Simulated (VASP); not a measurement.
Write the native input for VASP 6.6.1 that does the following.

```yaml
Task: single point
Functional: PBE
Potentials_or_basis: VASP PAW PBE potentials, release 64 (Ba_sv, F, Li_sv)
Cutoff: 520 eV
k_mesh: 4 × 4 × 4
Occupations: fermi-dirac, width 0.1637 eV
Spin: no spin polarisation
Dipole_correction: no
Further_INCAR_settings: LREAL = Auto; ALGO = Normal; EDIFF = 1e-06; NBANDS = 61
```

The structure of BaLi7F9 lies in POSCAR:

```
BaLi7F9
1.0
    5.6029570000      0.0278370000     -0.0374620000
    0.0278370000      5.7534950000     -0.0718080000
   -0.0374620000     -0.0718080000      5.5402340000
Ba F Li
1 9 7
Direct
    0.8420463082      0.9419114920      0.7092426701
    0.6578605533      0.9256646741      0.2739452918
    0.9048407083      0.5204408947      0.4338844621
    0.2638404544      0.6939537175      0.1122183127
    0.7510214491      0.5545520528      0.9659380562
    0.2916463525      0.7760223302      0.7369912895
    0.3649195020      0.3674622017      0.3863159672
    0.4952340291      0.2058914775      0.9293257823
    0.0720117475      0.2367677024      0.8931920487
    0.0534001585      0.0573535306      0.3365124490
    0.1067872225      0.3650355953      0.3684462732
    0.8822872831      0.7346514986      0.2282622023
    0.3659438654      0.3513538436      0.7246027621
    0.6820340685      0.2973194043      0.1901734140
    0.0858635413      0.5661288523      0.8785324277
    0.3957814626      0.9341949368      0.0320017799
    0.3591267678      0.7945178179      0.4066077355
```

The input as run:

INCAR

```
SYSTEM = BaLi7F9
  PREC = Accurate
  ENCUT = 520
  EDIFF = 1E-6
  ISMEAR = -1
  SIGMA = 0.1637
  LREAL = Auto
  LASPH = .TRUE.
  NELM = 80
  ALGO = Normal
  ISIF = 2
  LWAVE = .FALSE.
  LCHARG = .TRUE.
  GGA = PE
  LELF = .TRUE.
  LVHAR = .TRUE.
  NBANDS = 61
```

KPOINTS

```
Automatic mesh
0
G
  4 4 4
  0 0 0
```

Potentials or basis: VASP PAW PBE potentials, release 64 (Ba_sv, F, Li_sv).

Command:

```console
$ cat potpaw_PBE.64/Ba_sv/POTCAR potpaw_PBE.64/F/POTCAR potpaw_PBE.64/Li_sv/POTCAR > POTCAR
$ mpirun -np 1 vasp_std > vasp.out
```

It gave:

* Largest force: 6.061 eV/Å
* Band gap on the k mesh: 6.42 eV (least direct gap 6.52 eV)

Caveat: the atoms stand as in a frame of molecular dynamics; spin-orbit coupling is left out, which moves the levels of the heavy elements.

It took 24 min on 1 thread of AMD EPYC 7R13, with other jobs on the host, peak memory 0.43 GiB.
